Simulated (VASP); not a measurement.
# Zn2B (Fm-3m) in VASP: a series of runs, part 2 of 2

VASP 6.6.1. The steps go on from the part before.

### 5 Single point, PBE

This run uses another cell than the first one: it holds 6 atoms, not 3.

Contents of INCAR:

```
SYSTEM = Zn2B
PREC = Accurate
ENCUT = 520
EDIFF = 1E-6
ISMEAR = 0
SIGMA = 0.2
LREAL = .False.
LASPH = .True.
NELM = 60
ALGO = Fast
ISIF = 2
LWAVE = .False.
LCHARG = .False.
GGA = PE
NBANDS = 36
```

Contents of KPOINTS:

```
Automatic mesh
0
Gamma
  6 6 6
  0 0 0
```

Contents of POSCAR:

```
Zn2B
1.0
    0.0000000000      2.6457139487      2.6457139487
    2.6457139487      2.6457139487      0.0000000000
   -2.6457139487      5.2914278974     -2.6457139487
Zn B
4 2
Direct
    0.3750000000      0.3750000000      0.8750000000
    0.8750000000      0.8750000000      0.3750000000
    0.1250000000      0.1250000000      0.6250000000
    0.6250000000      0.6250000000      0.1250000000
    0.0000000000      0.0000000000      1.0000000000
    0.5000000000      0.5000000000      0.5000000000
```

Potentials or basis: VASP PAW PBE potentials, release 64 (Zn, B).

Command:

```
> cat potpaw_PBE.64/Zn/POTCAR potpaw_PBE.64/B/POTCAR > POTCAR
> mpirun -np 1 vasp_std > vasp.out
```

OUTCAR:

```text
SYSTEM = Zn2B
   PREC = Accurate
   ENCUT = 520
   EDIFF = 1E-6
   ISMEAR = 0
   LREAL = .False.
   LASPH = .True.
   NELM = 60
   ISIF = 2
   GGA = PE

 ion  position               nearest neighbor table
   1  0.375  0.375  0.875-   5 2.29   5 2.29   5 2.29   6 2.29   3 2.65   4 2.65   3 2.65   3 2.65
                             4 2.65   4 2.65
   2  0.875  0.875  0.375-   6 2.29   6 2.29   5 2.29   6 2.29   3 2.65   4 2.65   4 2.65   4 2.65
                             3 2.65   3 2.65
   3  0.125  0.125  0.625-   5 2.29   6 2.29   6 2.29   6 2.29   2 2.65   2 2.65   1 2.65   1 2.65
                             1 2.65   2 2.65
   4  0.625  0.625  0.125-   5 2.29   6 2.29   5 2.29   5 2.29   1 2.65   1 2.65   2 2.65   1 2.65
                             2 2.65   2 2.65
   5  0.000  0.000  0.000-   4 2.29   4 2.29   1 2.29   2 2.29   3 2.29   4 2.29   1 2.29   1 2.29

   6  0.500  0.500  0.500-   3 2.29   3 2.29   1 2.29   2 2.29   3 2.29   4 2.29   2 2.29   2 2.29

  LATTYP: Found a trigonal (rhomboedric) cell.
 ALAT       =     6.4806491797
 COS(alpha) =     0.8333333333

  Lattice vectors:

 A1 = (  -2.6457139487,   2.6457139487,  -5.2914278974)
 A2 = (  -5.2914278974,   2.6457139487,  -2.6457139487)
 A3 = (  -2.6457139487,   5.2914278974,  -2.6457139487)

Analysis of symmetry for initial positions (statically):
=====================================================================
 Subroutine PRICEL returns following result:

  LATTYP: Found a face centered cubic cell.
 ALAT       =     5.2914278974

  Lattice vectors:

 A1 = (   0.0000000000,  -2.6457139487,   2.6457139487)
 A2 = (  -2.6457139487,   0.0000000000,   2.6457139487)
 A3 = (  -2.6457139487,  -2.6457139487,   0.0000000000)

   2 primitive cells build up your supercell.

 Routine SETGRP: Setting up the symmetry group for a
 trigonal (rhombohedral) supercell.

 Subroutine GETGRP returns: Found 12 space group operations
 (whereof 12 operations were pure point group operations)
 out of a pool of 12 trial point group operations.

The static configuration has the point symmetry D_3d.

Analysis of symmetry for dynamics (positions and initial velocities):
=====================================================================
 Subroutine PRICEL returns following result:

  LATTYP: Found a face centered cubic cell.
 ALAT       =     5.2914278974

  Lattice vectors:

 A1 = (   0.0000000000,  -2.6457139487,   2.6457139487)
 A2 = (  -2.6457139487,   0.0000000000,   2.6457139487)
 A3 = (  -2.6457139487,  -2.6457139487,   0.0000000000)

   2 primitive cells build up your supercell.

 Routine SETGRP: Setting up the symmetry group for a
 trigonal (rhombohedral) supercell.

 Subroutine GETGRP returns: Found 12 space group operations
 (whereof 12 operations were pure point group operations)
 out of a pool of 12 trial point group operations.

The dynamic configuration has the point symmetry D_3d.

 Subroutine INISYM returns: Found 12 space group operations
 (whereof 12 operations are pure point group operations),
 and found     2 'primitive' translations

----------------------------------------------------------------------------------------

                                     Primitive cell

[... 49 lines left out ...]
  0.000000  0.000000  0.000000      1.000000
  0.166667  0.000000 -0.000000      6.000000
  0.333333  0.000000 -0.000000      6.000000
  0.500000  0.000000 -0.000000      3.000000
  0.166667  0.166667 -0.000000      6.000000
  0.333333  0.166667 -0.000000     12.000000
[... 16 lines left out ...]
 -0.166667  0.500000  0.166667     12.000000
 -0.333333 -0.333333  0.166667      6.000000
 [... further k-points ...]
   k-points           NKPTS =     32   k-points in BZ     NKDIM =     32   number of bands    NBANDS=     36
   number of dos      NEDOS =    301   number of ions     NIONS =      6
   total plane-waves  NPLWV =  37632
   dimension x,y,z NGX =    28 NGY =   28 NGZ =   48
   dimension x,y,z NGXF=    56 NGYF=   56 NGZF=   96
   ions per type =               4   2
   NGX,Y,Z   is equivalent  to a cutoff of  12.44, 12.44, 12.31 a.u.
   NGXF,Y,Z  is equivalent  to a cutoff of  24.88, 24.88, 24.63 a.u.
 SYSTEM =  Zn2B
   PREC   = accura    normal or accurate (medium, high low for compatibility)
   ISTART =      0    job   : 0-new  1-cont  2-samecut
   ICHARG =      2    charge: 1-file 2-atom 10-const
   ISPIN  =      1    spin polarized calculation?
   LNONCOLLINEAR =      F non collinear calculations
   LSORBIT =      F    spin-orbit coupling
   LASPH  =      T    aspherical Exc in radial PAW
   ENCUT  =  520.0 eV  38.22 Ry    6.18 a.u.   6.96  6.96 12.05*2*pi/ulx,y,z
   NELM   =     60;   NELMIN=  2; NELMDL= -5     # of ELM steps
   EDIFF  = 0.1E-05   stopping-criterion for ELM
   LREAL  =      F    real-space projection
   EDIFFG = 0.1E-04   stopping-criterion for IOM
   NSW    =      0    number of steps for IOM
   IBRION =     -1    ionic relax: 0-MD 1-quasi-New 2-CG
   NFREE  =      0    steps in history (QN), initial steepest desc. (CG)
   ISIF   =      2    stress and relaxation
   ISYM   =      2    0-nonsym 1-usesym 2-fastsym
   POTIM  = 0.5000    time-step for ionic-motion
   TEBEG  =    0.0;   TEEND  =   0.0 temperature during run
   PSTRESS=    0.0 pullay stress
   NELECT =      54.0000    total number of electrons
   NUPDOWN=      -1.0000    fix difference up-down
   EMIN   =  10.00;   EMAX   =-10.00  energy-range for DOS
   EFERMI =   0.00;   METHOD = LEGACY
   ISMEAR =     0;   SIGMA  =   0.20  broadening in eV -4-tet -1-fermi 0-gaus
   EFERMI_NEDOS =   21; number of points for ismear=-14 and -15
   IALGO  =     68    algorithm
   IMIX   =      4    mixing-type and parameters
     AMIX     =   0.40;   BMIX     =  1.00
     AMIX_MAG =   1.60;   BMIX_MAG =  1.00
  volume/ion in A,a.u.               =      12.35        83.32
  Fermi-wavevector in a.u.,A,eV,Ry     =   1.473363  2.784253 29.535522  2.170800
  Thomas-Fermi vector in A             =   2.588266
   LORBIT       =      0    0 simple, 1 ext, 2 COOP (PROOUT), +10 PAW based schemes
   GGA     = PE    functional components
   LHFCALC =     F    Hartree Fock is set to
   AEXX    =    0.0000 exact exchange contribution
   IVDW    =     0    specifies the selected vdW correction
   LEPSILON=     F    determine dielectric tensor
   LRPA    =     F    only Hartree local field effects (RPA)
 non-spin polarized calculation
 RMM-DIIS sequential band-by-band and
 Gauss-broadening in eV      SIGMA  =   0.20
  energy-cutoff  :      520.00
  volume of cell :       74.08
 maximum number of plane-waves:      2020
   NGX = 13   NGY = 13   NGZ = 25

 number of electron      53.9999967 magnetization

 Free energy of the ion-electron system (eV)
  ---------------------------------------------------
  ext. energy  EPLUGINS =         0.00000000
  ---------------------------------------------------
  free energy    TOTEN  =       -15.78130466 eV

  energy without entropy =      -15.74503193  energy(sigma->0) =      -15.76316829

 E-fermi :   3.3348     XC(G=0): -11.6465

 val. band max:        3.3103000120   @ k =  -0.1667   0.0000   0.3333
 cond. band min:       3.3382179036   @ k =   0.1667   0.0000  -0.0000
 fundamental gap:      0.0279178916
 Fermi energy:         3.3347918752

 k-point     1 :       0.0000    0.0000    0.0000
  band No.  band energies     occupation
      1      -8.1082      2.00000
      2      -5.8592      2.00000
      3      -4.5747      2.00000
      4      -4.5732      2.00000
      5      -4.5732      2.00000
      6      -4.4851      2.00000
[... 925 lines left out ...]
     35      12.3108      0.00000
     36      12.9449      0.00000

 [... further k-points ...]

------------------------ aborting loop because EDIFF is reached ----------------------------------------

  FORCE on cell =-STRESS in cart. coord.  units (eV):
  Direction    XX          YY          ZZ          XY          YZ          ZX
  --------------------------------------------------------------------------------------
  -------------------------------------------------------------------------------------
  Total        0.2338540      0.2338540      0.2338540      0.0196188      0.0196188     -0.0196188
  in kB        5.0578589      5.0578589      5.0578589      0.4243214      0.4243214     -0.4243214
  external PRESSURE =       5.0578589 kB  Pullay stress =       0.0000000 kB

 VOLUME and BASIS-vectors are now :
 -----------------------------------------------------------------------------
  energy-cutoff  :      520.00
  volume of cell :       74.08
      direct lattice vectors                 reciprocal lattice vectors
     0.000000000  2.645713949  2.645713949    -0.094492453  0.094492453  0.283477358
     2.645713949  2.645713949  0.000000000     0.283477358  0.094492453 -0.094492453
    -2.645713949  5.291427897 -2.645713949    -0.094492453  0.094492453 -0.094492453

 POSITION                                       TOTAL-FORCE (eV/Angst)
 -----------------------------------------------------------------------------------
     -1.32286      6.61428     -1.32286        -0.013723      0.013723     -0.013723
      1.32286      6.61428      1.32286        -0.013723      0.013723     -0.013723
     -1.32286      3.96857     -1.32286         0.013723     -0.013723      0.013723
      1.32286      3.96857      1.32286         0.013723     -0.013723      0.013723
      0.00000      0.00000      0.00000         0.000000     -0.000000      0.000000
      0.00000      5.29143      0.00000         0.000000     -0.000000      0.000000
 -----------------------------------------------------------------------------------
    total drift:                               -0.000000      0.000000      0.000000

  FREE ENERGIE OF THE ION-ELECTRON SYSTEM (eV)
  ---------------------------------------------------
  free  energy   TOTEN  =       -15.7813046556 eV

  energy  without entropy=      -15.7450319271  energy(sigma->0) =      -15.76316829
```

OSZICAR:

```text
N       E                     dE             d eps       ncg     rms          rms(c)
DAV:   1     0.355300514838E+03    0.35530E+03   -0.25971E+04  2312   0.225E+03
DAV:   2     0.131123313743E+02   -0.34219E+03   -0.33008E+03  2304   0.422E+02
DAV:   3    -0.175109480336E+02   -0.30623E+02   -0.30082E+02  2488   0.128E+02
DAV:   4    -0.182696822736E+02   -0.75873E+00   -0.75576E+00  2672   0.193E+01
DAV:   5    -0.182736758309E+02   -0.39936E-02   -0.39924E-02  2468   0.126E+00    0.107E+01
RMM:   6    -0.159276423129E+02    0.23460E+01   -0.84239E+00  2572   0.232E+01    0.857E+00
RMM:   7    -0.157925825226E+02    0.13506E+00   -0.11364E+00  2730   0.963E+00    0.324E+00
RMM:   8    -0.157857256371E+02    0.68569E-02   -0.17623E-01  2779   0.165E+00    0.150E+00
RMM:   9    -0.157818490589E+02    0.38766E-02   -0.27070E-02  2521   0.144E+00    0.603E-01
RMM:  10    -0.157812652754E+02    0.58378E-03   -0.41161E-03  2722   0.486E-01    0.746E-02
RMM:  11    -0.157813592344E+02   -0.93959E-04   -0.61394E-04  2588   0.139E-01    0.307E-02
RMM:  12    -0.157813030247E+02    0.56210E-04   -0.16540E-04  2632   0.561E-02    0.844E-03
RMM:  13    -0.157813048426E+02   -0.18178E-05   -0.51005E-05  2552   0.256E-02    0.764E-03
RMM:  14    -0.157813046556E+02    0.18693E-06   -0.49383E-06  1949   0.110E-02
   1 F= -.15781305E+02 E0= -.15763168E+02  d E =-.362727E-01
```

Wall time 2.4 min (1 thread of Intel Xeon 8259CL, shared host); peak memory 0.22 GiB.

Results:

| Property | Result |
| --- | --- |
| Free energy | -15.7813 eV |
| Pressure | 0.5 GPa |
| Band gap on the k mesh | zero (bands 27 and 28 overlap by 3.46 eV) |

### 6 Overview

| task | cell | cutoff (eV) | smearing | gap on the mesh (eV) | pressure (GPa) |
| --- | --- | --- | --- | --- | --- |
| single point | a = 3.741 Å, angles 60.0°, 3 atoms, atomic positions A | 520 | gaussian 0.1 eV | none | 0.4 |
| single point | a = 4.078 Å, angles 60.0°, 3 atoms, atomic positions A | 520 | gaussian 0.1 eV | none | -15.9 |
| relaxation of cell and atoms | relaxed from a = 4.078 Å, angles 60.0°, 3 atoms, atomic positions A | 600 | gaussian 0.1 eV | none | 0.5 |
| single point | a = 3.742, b = 3.742, c = 6.481 Å, angles 73.2, 73.2, 60.0°, 6 atoms, atomic positions B | 520 | gaussian 0.2 eV | none | 0.5 |

Alike in all rows: level PBE; potentials or basis VASP PAW PBE potentials, release 64 (Zn, B); no spin polarisation; k mesh 6 × 6 × 6.

Caveats: the cell stands under tension (at least some runs).

Absolute energies hang on the potentials; compare differences alone.
